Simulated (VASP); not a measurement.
Crystal: MnZn.

```
Mn Zn
1.0
     3.07000    0.00000    0.00000
     0.00000    3.07000    0.00000
     0.00000    0.00000    3.07000
Mn Zn
1 1
Direct
  0.00000 0.00000 0.00000
  0.50000 0.50000 0.50000
```

Program: VASP 6.6.1. Alike in all runs: task single point; level LDA; potentials or basis VASP PAW LDA potentials, release 64 (Mn_pv, Zn); spin collinear, ferromagnetic start; cell as given; k mesh 7 × 7 × 7; cutoff (eV) 520; smearing gaussian 0.1 eV.

Order these runs on this cell by their pressure, lowest first.
A. fixed moment (μB) 2.4
B. fixed moment (μB) 4.0
C. fixed moment (μB) 0.8
D. fixed moment (μB) 4.8
E. fixed moment (μB) 1.6

C (-27.3 GPa), E (-25.3 GPa), A (-21.7 GPa), B (-7.3 GPa), D (2.3 GPa).

Caveats: the total moment is fixed, so each spin has its own Fermi level; the cell stands under tension (at least some runs).
